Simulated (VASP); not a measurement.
# TiO2 (P1) in VASP: single point with PBE

Aim: the single point of TiO2 with PBE.

All numbers are computed with VASP 6.6.1; they aren't measurements. Logs are shortened: lines on timing, memory, paths and dates and some standing lists are left out, and cuts for length are marked.

### Step 1. The cell of the first run

The typed cell holds 48 atoms: a = 7.568 Å, b = 7.568 Å, c = 9.515 Å, α = 90.00°, β = 90.00°, γ = 90.00°.

### Step 2. Single point, PBE (all modes displaced by their root-mean-square amplitude at 0 K (nat))

Contents of INCAR:

```
PREC = Accurate ; ENCUT = 520
EDIFF = 1E-6 ; ISMEAR = 0
SIGMA = 0.01 ; LREAL = Auto
LASPH = T ; NELM = 100
ALGO = Normal ; ISIF = 2
LWAVE = F ; LCHARG = T
GGA = PE ; LELF = T
LVHAR = T ; NBANDS = 222
ISYM = 0
```

Contents of KPOINTS:

```
Automatic mesh
0
Gamma
  2 2 2
```

Contents of POSCAR:

```
TiO2
1.0
    7.5684000000      0.0000000000      0.0000000000
    0.0000000000      7.5684000000      0.0000000000
    0.0000000000      0.0000000000      9.5146000000
Ti O
16 32
Direct
   -0.0066098500     -0.0055609900     -0.0011228100
    0.7462539000      0.2572102300      0.4999371600
    0.4968709000      0.4915815700     -0.0022552100
    0.2568901000      0.7556874500      0.5024110000
    0.2432321100      0.2513141400      0.4952053100
   -0.0032317600      0.4924702400     -0.0054843000
    0.7606846900      0.7473940900      0.4955690600
    0.4967145400     -0.0073555400      0.0051201700
   -0.0038922700      0.2442819700      0.2509036100
    0.7567655900      0.4983941500      0.7491042400
    0.5013707800      0.7514681500      0.2578180100
    0.2462071700      0.0070853000      0.7532093500
    0.2608617100      0.5009073700      0.7518867400
    0.0070155900      0.7439436200      0.2505279300
    0.7480948900     -0.0000819200      0.7419046000
    0.5081384600      0.2558935900      0.2466281900
   -0.0019013000      0.0009505300      0.2085311700
    0.7544604900      0.2469697300      0.6985062000
    0.4937889900      0.5061474600      0.2101958200
    0.2412223700      0.7536207500      0.7101628500
    0.2442455400      0.2607085600      0.7054503200
    0.0138555400      0.5000239000      0.2086592100
    0.7548464300      0.7553090900      0.7059993700
    0.5059948900      0.0018023300      0.2174625700
   -0.0097856700      0.2474312900      0.4485695800
    0.7534657900      0.5149050200      0.9628690100
    0.4962212000      0.7548721100      0.4586578400
    0.2538544500      0.0118163800      0.9605978000
    0.2320890900      0.5009445500      0.9679069500
   -0.0072482700      0.7597073200      0.4590608400
    0.7456427600     -0.0044172300      0.9453559300
    0.5040087300      0.2493743700      0.4610635800
   -0.0207292300      0.2461483900      0.0369701000
    0.7512530800      0.5012816100      0.5426925600
    0.4891698700      0.7592044200      0.0504736700
    0.2518721000     -0.0017178000      0.5413218600
    0.2511503100      0.5067350200      0.5376514200
   -0.0070021200      0.7503777800      0.0388509000
    0.7677993500     -0.0096059500      0.5383058400
    0.4992335900      0.2572789400      0.0486066300
    0.0002742700      0.0138720100      0.7940612600
    0.7473062800      0.2596545600      0.2947959300
    0.4988311800      0.4923013300      0.8007876000
    0.2563904900      0.7318778100      0.2912059800
    0.2468153100      0.2418838800      0.3010417500
   -0.0007753600      0.4913754700      0.7862637400
    0.7525081300      0.7504585600      0.3009642200
    0.4951668700     -0.0053173400      0.7927981700
```

Potentials or basis: VASP PAW PBE potentials, release 64 (Ti_sv, O).

Launch:

```console
$ cat potpaw_PBE.64/Ti_sv/POTCAR potpaw_PBE.64/O/POTCAR > POTCAR
$ mpirun -np 1 vasp_std > vasp.out
```

OUTCAR:

```text
PREC = Accurate
   ENCUT = 520
   EDIFF = 1E-6
   ISMEAR = 0
   LREAL = Auto
   LASPH = T
   NELM = 100
   ISIF = 2
   GGA = PE
   ISYM = 0

 ion  position               nearest neighbor table
   1  0.993  0.994  0.999-  38 1.89  33 1.94  31 1.94  41 1.95  17 2.00  28 2.01
   2  0.746  0.257  0.500-  32 1.87  34 1.89  18 1.89  25 1.91  42 1.95  39 2.06
   3  0.497  0.492  0.998-  40 1.84  43 1.87  26 1.98  19 2.02  29 2.03  35 2.09
   4  0.257  0.756  0.502-  27 1.86  36 1.87  37 1.91  20 1.98  44 2.02  30 2.04
   5  0.243  0.251  0.495-  45 1.85  36 1.97  25 1.97  37 1.98  32 2.00  21 2.00
   6  0.997  0.492  0.995-  29 1.80  26 1.87  33 1.91  46 1.98  38 2.00  22 2.04
[... 8 lines left out ...]
  15  0.748  1.000  0.742-  23 1.88  18 1.92  31 1.94  39 1.94  41 1.97  48 1.97
  16  0.508  0.256  0.247-  42 1.87  40 1.89  19 1.93  24 1.94  32 2.04  45 2.05
  17  0.998  0.001  0.209-   9 1.89  14 1.99   1 2.00
  18  0.754  0.247  0.699-   2 1.89  15 1.92  10 1.96
  19  0.494  0.506  0.210-  11 1.91  16 1.93   3 2.02
  20  0.241  0.754  0.710-  13 1.96  12 1.96   4 1.98
  21  0.244  0.261  0.705-  13 1.88  12 1.97   5 2.00
  22  0.014  0.500  0.209-  14 1.89   9 1.98   6 2.04
[... 24 lines left out ...]
  47  0.753  0.750  0.301-   7 1.85  11 1.94  14 1.99
  48  0.495  0.995  0.793-  12 1.92  15 1.97   8 2.02

IMPORTANT INFORMATION: All symmetrisations will be switched off!
NOSYMM: (Re-)initialisation of all symmetry stuff for point group C_1.

----------------------------------------------------------------------------------------

                                     Primitive cell

  volume of cell :     545.0027

  direct lattice vectors                    reciprocal lattice vectors
     7.568400000  0.000000000  0.000000000     0.132128323  0.000000000  0.000000000
     0.000000000  7.568400000  0.000000000     0.000000000  0.132128323  0.000000000
     0.000000000  0.000000000  9.514600000     0.000000000  0.000000000  0.105101633

  length of vectors
     7.568400000  7.568400000  9.514600000     0.132128323  0.132128323  0.105101633

  position of ions in fractional coordinates (direct lattice)
     0.993390150  0.994439010  0.998877190
     0.746253900  0.257210230  0.499937160
     0.496870900  0.491581570  0.997744790
     0.256890100  0.755687450  0.502411000
     0.243232110  0.251314140  0.495205310
     0.996768240  0.492470240  0.994515700
[... 40 lines left out ...]
     0.752508130  0.750458560  0.300964220
     0.495166870  0.994682660  0.792798170

  ion indices of the primitive-cell ions
   primitive index   ion index
                 1           1
                 2           2
                 3           3
                 4           4
                 5           5
                 6           6
[... 40 lines left out ...]
                47          47
                48          48

----------------------------------------------------------------------------------------

 KPOINTS: Automatic mesh

Automatic generation of k-mesh.
 Grid dimensions read from file:
 generate k-points for:    2    2    2

 Generating k-lattice:

  Cartesian coordinates                     Fractional coordinates (reciprocal lattice)
     0.066064162  0.000000000  0.000000000     0.500000000  0.000000000  0.000000000
     0.000000000  0.066064162  0.000000000     0.000000000  0.500000000  0.000000000
     0.000000000  0.000000000  0.052550817     0.000000000  0.000000000  0.500000000

  Length of vectors
     0.066064162  0.066064162  0.052550817

  Shift w.r.t. Gamma in fractional coordinates (k-lattice)
     0.000000000  0.000000000  0.000000000

 Subroutine IBZKPT returns following result:
 ===========================================

 Found      8 irreducible k-points:

 Following reciprocal coordinates:
            Coordinates               Weight
  0.000000  0.000000  0.000000      1.000000
  0.500000  0.000000  0.000000      1.000000
  0.000000  0.500000  0.000000      1.000000
  0.500000  0.500000  0.000000      1.000000
  0.000000  0.000000  0.500000      1.000000
  0.500000  0.000000  0.500000      1.000000
  0.000000  0.500000  0.500000      1.000000
  0.500000  0.500000  0.500000      1.000000
   k-points           NKPTS =      8   k-points in BZ     NKDIM =      8   number of bands    NBANDS=    222
   number of dos      NEDOS =    301   number of ions     NIONS =     48
   total plane-waves  NPLWV = 225792
   dimension x,y,z NGX =    56 NGY =   56 NGZ =   72
   dimension x,y,z NGXF=   112 NGYF=  112 NGZF=  144
   ions per type =              16  32
   NGX,Y,Z   is equivalent  to a cutoff of  12.30, 12.30, 12.58 a.u.
   NGXF,Y,Z  is equivalent  to a cutoff of  24.60, 24.60, 25.16 a.u.
 SYSTEM =  unknown system
   PREC   = accura    normal or accurate (medium, high low for compatibility)
   ISTART =      0    job   : 0-new  1-cont  2-samecut
   ICHARG =      2    charge: 1-file 2-atom 10-const
   ISPIN  =      1    spin polarized calculation?
   LNONCOLLINEAR =      F non collinear calculations
   LSORBIT =      F    spin-orbit coupling
   LASPH  =      T    aspherical Exc in radial PAW
   ENCUT  =  520.0 eV  38.22 Ry    6.18 a.u.  14.07 14.07 17.69*2*pi/ulx,y,z
   NELM   =    100;   NELMIN=  2; NELMDL= -5     # of ELM steps
   EDIFF  = 0.1E-05   stopping-criterion for ELM
   LREAL  =      T    real-space projection
   EDIFFG = 0.1E-04   stopping-criterion for IOM
   NSW    =      0    number of steps for IOM
   IBRION =     -1    ionic relax: 0-MD 1-quasi-New 2-CG
   NFREE  =      0    steps in history (QN), initial steepest desc. (CG)
   ISIF   =      2    stress and relaxation
   ISYM   =      0    0-nonsym 1-usesym 2-fastsym
   POTIM  = 0.5000    time-step for ionic-motion
   TEBEG  =    0.0;   TEEND  =   0.0 temperature during run
   PSTRESS=    0.0 pullay stress
   NELECT =     384.0000    total number of electrons
   NUPDOWN=      -1.0000    fix difference up-down
   EMIN   =  10.00;   EMAX   =-10.00  energy-range for DOS
   EFERMI =   0.00;   METHOD = LEGACY
   ISMEAR =     0;   SIGMA  =   0.01  broadening in eV -4-tet -1-fermi 0-gaus
   EFERMI_NEDOS =   21; number of points for ismear=-14 and -15
   IALGO  =     38    algorithm
   IMIX   =      4    mixing-type and parameters
     AMIX     =   0.40;   BMIX     =  1.00
     AMIX_MAG =   1.60;   BMIX_MAG =  1.00
  volume/ion in A,a.u.               =      11.35        76.62
  Fermi-wavevector in a.u.,A,eV,Ry     =   1.456752  2.752862 28.873289  2.122127
  Thomas-Fermi vector in A             =   2.573634
   LORBIT       =      0    0 simple, 1 ext, 2 COOP (PROOUT), +10 PAW based schemes
   GGA     = PE    functional components
   LHFCALC =     F    Hartree Fock is set to
   AEXX    =    0.0000 exact exchange contribution
   IVDW    =     0    specifies the selected vdW correction
   LEPSILON=     F    determine dielectric tensor
   LRPA    =     F    only Hartree local field effects (RPA)
 non-spin polarized calculation
 Gauss-broadening in eV      SIGMA  =   0.01
  energy-cutoff  :      520.00
  volume of cell :      545.00
 maximum number of plane-waves:     14687
   NGX = 29   NGY = 29   NGZ = 35

 number of electron     383.9999997 magnetization

 Free energy of the ion-electron system (eV)
  ---------------------------------------------------
  ext. energy  EPLUGINS =         0.00000000
  ---------------------------------------------------
  free energy    TOTEN  =      -428.74546570 eV

  energy without entropy =     -428.74546570  energy(sigma->0) =     -428.74546570

 E-fermi :   3.6088     XC(G=0): -10.7289

 val. band max:        3.4896761336   @ k =   0.0000   0.0000   0.0000
 cond. band min:       5.6045460132   @ k =   0.0000   0.0000   0.0000
 fundamental gap:      2.1148698797
 Fermi energy:         3.6087976699

 k-point     1 :       0.0000    0.0000    0.0000
  band No.  band energies     occupation
      1     -53.2768      2.00000
      2     -53.2338      2.00000
      3     -53.1706      2.00000
      4     -52.9915      2.00000
      5     -52.9891      2.00000
      6     -52.9793      2.00000
[... 196 lines left out ...]
    203       6.7749      0.00000
    204       6.7897      0.00000

 k-point     2 :       0.5000    0.0000    0.0000
  band No.  band energies     occupation
      1     -53.2767      2.00000
      2     -53.2339      2.00000
      3     -53.1706      2.00000
      4     -52.9912      2.00000
      5     -52.9891      2.00000
      6     -52.9797      2.00000
[... 196 lines left out ...]
    203       6.6170      0.00000
    204       6.6532      0.00000

 k-point     3 :       0.0000    0.5000    0.0000
  band No.  band energies     occupation
      1     -53.2768      2.00000
      2     -53.2338      2.00000
      3     -53.1705      2.00000
      4     -52.9914      2.00000
      5     -52.9891      2.00000
      6     -52.9793      2.00000
[... 196 lines left out ...]
    203       6.5978      0.00000
    204       6.6461      0.00000

 k-point     4 :       0.5000    0.5000    0.0000
  band No.  band energies     occupation
      1     -53.2767      2.00000
      2     -53.2339      2.00000
      3     -53.1705      2.00000
      4     -52.9911      2.00000
      5     -52.9891      2.00000
      6     -52.9797      2.00000
[... 196 lines left out ...]
    203       6.5652      0.00000
    204       6.5762      0.00000

 k-point     5 :       0.0000    0.0000    0.5000
  band No.  band energies     occupation
      1     -53.2768      2.00000
      2     -53.2338      2.00000
      3     -53.1706      2.00000
      4     -52.9913      2.00000
      5     -52.9891      2.00000
      6     -52.9795      2.00000
[... 196 lines left out ...]
    203       6.7784      0.00000
    204       6.8137      0.00000

 k-point     6 :       0.5000    0.0000    0.5000
  band No.  band energies     occupation
      1     -53.2767      2.00000
      2     -53.2339      2.00000
      3     -53.1706      2.00000
      4     -52.9910      2.00000
      5     -52.9891      2.00000
      6     -52.9798      2.00000
[... 196 lines left out ...]
    203       6.6502      0.00000
    204       6.6858      0.00000

 k-point     7 :       0.0000    0.5000    0.5000
  band No.  band energies     occupation
      1     -53.2768      2.00000
      2     -53.2338      2.00000
      3     -53.1705      2.00000
      4     -52.9913      2.00000
      5     -52.9891      2.00000
      6     -52.9795      2.00000
[... 196 lines left out ...]
    203       6.6463      0.00000
    204       6.6682      0.00000

 k-point     8 :       0.5000    0.5000    0.5000
  band No.  band energies     occupation
      1     -53.2767      2.00000
      2     -53.2339      2.00000
      3     -53.1705      2.00000
      4     -52.9910      2.00000
      5     -52.9891      2.00000
      6     -52.9798      2.00000
[... 196 lines left out ...]
    203       6.6447      0.00000
    204       6.6621      0.00000
 [bands above 204 left out]

------------------------ aborting loop because EDIFF is reached ----------------------------------------

  FORCE on cell =-STRESS in cart. coord.  units (eV):
  Direction    XX          YY          ZZ          XY          YZ          ZX
  --------------------------------------------------------------------------------------
  -------------------------------------------------------------------------------------
  Total       27.2497324     19.4656712     33.4839631      0.1794904     -1.0988272      2.8206300
  in kB       80.1076764     57.2244039     98.4348192      0.5276588     -3.2302884      8.2919756
  external PRESSURE =      78.5889665 kB  Pullay stress =       0.0000000 kB

 VOLUME and BASIS-vectors are now :
 -----------------------------------------------------------------------------
  energy-cutoff  :      520.00
  volume of cell :      545.00
      direct lattice vectors                 reciprocal lattice vectors
     7.568400000  0.000000000  0.000000000     0.132128323  0.000000000  0.000000000
     0.000000000  7.568400000  0.000000000     0.000000000  0.132128323  0.000000000
     0.000000000  0.000000000  9.514600000     0.000000000  0.000000000  0.105101633

 POSITION                                       TOTAL-FORCE (eV/Angst)
 -----------------------------------------------------------------------------------
      7.51837      7.52631      9.50392        -0.187198      0.166289     -0.150952
      5.64795      1.94667      4.75670        -0.405044     -1.034503     -0.031431
      3.76052      3.72049      9.49314         0.225405      1.408458      1.687229
      1.94425      5.71934      4.78024        -0.491296     -0.441430     -0.154653
      1.84088      1.90205      4.71168         0.490611      0.263587      0.442361
      7.54394      3.72721      9.46242        -0.631837     -0.073166      1.239575
[... 40 lines left out ...]
      5.69528      5.67977      2.86355        -0.090251     -0.399309     -1.967539
      3.74762      7.52816      7.54316         0.092875      0.338524     -0.376336
 -----------------------------------------------------------------------------------
    total drift:                                0.027326     -0.029896      0.003970

  FREE ENERGIE OF THE ION-ELECTRON SYSTEM (eV)
  ---------------------------------------------------
  free  energy   TOTEN  =      -428.7454656970 eV

  energy  without entropy=     -428.7454656970  energy(sigma->0) =     -428.74546570
```

It took 43 min on 1 thread of AMD EPYC 7R43 (Zen 3), shared host; peak memory 0.82 GiB.

Results:

```
Free energy            : -428.7455 eV
Pressure               : 7.9 GPa
Largest force          : 3.427 eV/Å
Band gap on the k mesh : 2.11 eV
```

Forces in eV/Å, atoms in the order of the input:
```
Ti  -0.187  0.166 -0.151
Ti  -0.405 -1.035 -0.031
Ti   0.225  1.408  1.687
Ti  -0.491 -0.441 -0.155
Ti   0.491  0.264  0.442
Ti  -0.632 -0.073  1.240
Ti  -0.862  0.786  1.029
Ti   0.436 -0.089 -0.537
Ti   0.381  0.419 -0.950
Ti   0.574  0.762  0.014
Ti   0.119  0.218 -0.435
Ti   0.423 -0.192 -0.259
Ti  -1.679  0.443 -0.886
Ti  -0.146 -0.137 -0.263
Ti  -0.226 -0.574  0.254
Ti  -0.688 -0.140  1.655
O    0.147 -0.466  0.057
O   -0.359  0.863  1.209
O    0.354 -0.736 -0.137
O    0.170 -0.387  0.329
O    0.212 -0.767  0.337
O   -0.454 -0.318 -0.073
O   -0.212 -1.650  0.813
O   -0.024  0.506 -0.450
O    1.136  0.134  1.354
O   -1.865 -0.210 -0.616
O    0.476  0.053  0.764
O   -0.809 -0.026  0.129
O    3.253  0.030 -1.075
O    2.721 -0.425 -0.337
O   -0.044  0.084  1.359
O   -0.794  0.035  0.052
O    0.122  0.315  0.353
O   -0.079 -0.185  0.160
O    0.115 -1.186 -0.889
O   -0.184  1.248  0.185
O   -0.016 -0.746  0.564
O    0.151  0.138  0.344
O   -0.692  1.655 -0.162
O    0.106 -0.618 -1.097
O    0.128 -0.250 -0.306
O   -0.069  0.075 -1.189
O    0.314  0.053 -0.855
O   -1.336  0.782  0.245
O    0.498  0.163 -1.366
O   -0.303  0.112 -0.012
O   -0.090 -0.399 -1.968
O    0.093  0.339 -0.376
```

Levels at points of the mesh, in eV from the valence-band top:
```
           k point  band 188  band 189  band 190  band 191  band 192  band 193  band 194  band 195  band 196  band 197
(0.00, 0.00, 0.00)     -0.24     -0.17     -0.13     -0.07      0.00      2.11      2.40      2.46      2.77      3.01
(0.50, 0.00, 0.00)     -0.40     -0.37     -0.31     -0.26     -0.21      2.70      2.71      2.79      2.88      2.91
(0.00, 0.50, 0.00)     -0.46     -0.32     -0.29     -0.27     -0.21      2.64      2.74      2.85      2.89      2.93
(0.50, 0.50, 0.00)     -0.37     -0.35     -0.31     -0.22     -0.19      2.73      2.78      2.79      2.86      2.91
(0.00, 0.00, 0.50)     -0.32     -0.28     -0.26     -0.23     -0.13      2.18      2.23      2.61      2.73      3.00
(0.50, 0.00, 0.50)     -0.45     -0.44     -0.41     -0.33     -0.30      2.69      2.73      2.76      2.82      2.86
(0.00, 0.50, 0.50)     -0.47     -0.39     -0.37     -0.35     -0.29      2.63      2.77      2.82      2.85      2.89
(0.50, 0.50, 0.50)     -0.34     -0.30     -0.28     -0.23     -0.20      2.68      2.76      2.78      2.82      2.88
```

Caveat: the cell differs from its parent crystal (all modes displaced by their root-mean-square amplitude at 0 K (nat)); forces of over 1 eV/Å act on the atoms, so gaps and moduli don't describe the material at rest.
